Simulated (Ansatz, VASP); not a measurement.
# Ta2N: VASP beside Ansatz

INCAR

```
ALGO = Normal ; EDIFF = 1E-6
ENCUT = 520 ; GGA = CA
ISIF = 2 ; ISMEAR = 0
LASPH = True ; LCHARG = False
LREAL = False ; LWAVE = False
NBANDS = 50 ; NELM = 80
PREC = Accurate ; SIGMA = 0.15
```

KPOINTS

```
k-points
0
Gamma
  9 9 8
```

POSCAR

```
Ta2N
1.0
    5.2641495424      0.0000000000      0.0000000000
   -2.6320747712      4.5588872330      0.0000000000
    0.0000000000      0.0000000000      4.8182760762
Ta N
6 3
Direct
    0.6310702833      0.6310702833      0.7526041962
    0.0000000000      0.3689297167      0.7526041962
    0.3689297167      0.0000000000      0.7526041962
    0.3689297167      0.3689297167      0.2473958038
    0.0000000000      0.6310702833      0.2473958038
    0.6310702833      0.0000000000      0.2473958038
    0.6666666667      0.3333333333      0.5000000000
    0.3333333333      0.6666666667      0.5000000000
    0.0000000000      0.0000000000      0.0000000000
```

Input for Ansatz:

```yaml
crystal:
  lattice:
    - [5.2641495424, 0.0, 0.0]
    - [-2.6320747712, 4.558887233, 0.0]
    - [0.0, 0.0, 4.8182760762]
  atoms:
    - { symbol: Ta, position: [0.6310702833, 0.6310702833, 0.7526041962] }
    - { symbol: Ta, position: [0.0, 0.3689297167, 0.7526041962] }
    - { symbol: Ta, position: [0.3689297167, 0.0, 0.7526041962] }
    - { symbol: Ta, position: [0.3689297167, 0.3689297167, 0.2473958038] }
    - { symbol: Ta, position: [0.0, 0.6310702833, 0.2473958038] }
    - { symbol: Ta, position: [0.6310702833, 0.0, 0.2473958038] }
    - { symbol: "N", position: [0.6666666667, 0.3333333333, 0.5] }
    - { symbol: "N", position: [0.3333333333, 0.6666666667, 0.5] }
    - { symbol: "N", position: [0.0, 0.0, 0.0] }
basis:
  ecutwfc: 520.0
kpoints:
  mp_grid: { grid: [9, 9, 8] }
hamiltonian:
  xc: lda
  pseudopotentials: { kind: paw, azcp: { folder: soft_1 } }
scf:
  occupations: { method: gaussian, width: 0.15 }
output:
  forces: true
  stress: true
  eigenvalues: true
```

Alike in both runs: task single point; functional LDA; k mesh 9 × 9 × 8; occupations gaussian, width 0.15 eV; no spin polarisation.

|  | VASP | Ansatz |
| --- | --- | --- |
| version | VASP 6.6.1 | Ansatz 0.2.0 |
| potentials or method | VASP PAW LDA potentials, release 64 (Ta_pv, N), cutoff 520 eV | scalar-relativistic, plane waves, PAW |
| valence electrons in the cell | 81 | 93 |

```tsv
	VASP	Ansatz	Ansatz less VASP
gap on the k mesh at the Fermi level (eV)	none	none	-
pressure (GPa)	11.6	10.0	-1.67
traceless stress, the component that is largest in VASP (GPa)	4.00	3.98	-0.015
rms of the force components (eV/Å)	2.351	2.330	-0.0213
```

Ansatz warns that its potentials were made for another functional, while VASP's fit it. LDA's correlation is that of Perdew and Zunger in VASP and of Perdew and Wang (1992) in Ansatz. Atom by atom the forces differ by 0.024 eV/Å (rms over components). A gap of «none» marks a metal or a gap that the smearing closes. VASP's potentials hold 81 valence electrons a cell and Ansatz's 93, so a difference there can come from the potentials and not from the codes.

Spin-orbit coupling is off throughout.
